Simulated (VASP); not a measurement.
Here is a VASP 6.6.1 calculation.

File INCAR:

```
SYSTEM = AlB2P3
  PREC = Accurate
  ENCUT = 520
  EDIFF = 1E-6
  ISMEAR = 0
  SIGMA = 0.1
  LREAL = .FALSE.
  LASPH = .TRUE.
  NELM = 80
  ALGO = Normal
  ISIF = 2
  LWAVE = .FALSE.
  LCHARG = .FALSE.
  GGA = PE
  NBANDS = 21
```

The input KPOINTS:

```
regular mesh
0
G
  8 8 8
  0 0 0
```

File POSCAR:

```
AlB2P3
1.0
   -1.6978035659      1.6978035659      7.5401270761
    1.6978035659     -1.6978035659      7.5401270761
    1.6978035659      1.6978035659     -7.5401270761
Al B P
1 2 3
Direct
    0.5000000000      0.5000000000      0.0000000000
    0.8236041439      0.8236041439      0.0000000000
    0.1763958561      0.1763958561      0.0000000000
    0.3962104786      0.8962104786      0.5000000000
    0.1037895214      0.6037895214      0.5000000000
    0.7500000000      0.2500000000      0.5000000000
```

Potentials or basis: VASP PAW PBE potentials, release 64 (Al, B, P).

Command:

```sh
$ cat potpaw_PBE.64/Al/POTCAR potpaw_PBE.64/B/POTCAR potpaw_PBE.64/P/POTCAR > POTCAR
$ mpirun -np 1 vasp_std > vasp.out
```

(1) What does it give for the band gap on the k mesh?

(2) Estimate the largest force.

(3) Estimate the pressure.

## Answers

(1) 0.62 eV (least direct gap 0.74 eV).

(2) 0.010 eV/Å.

(3) -0.2 GPa.

Caveat: semilocal functionals underestimate gaps, and a narrow one can read as zero.
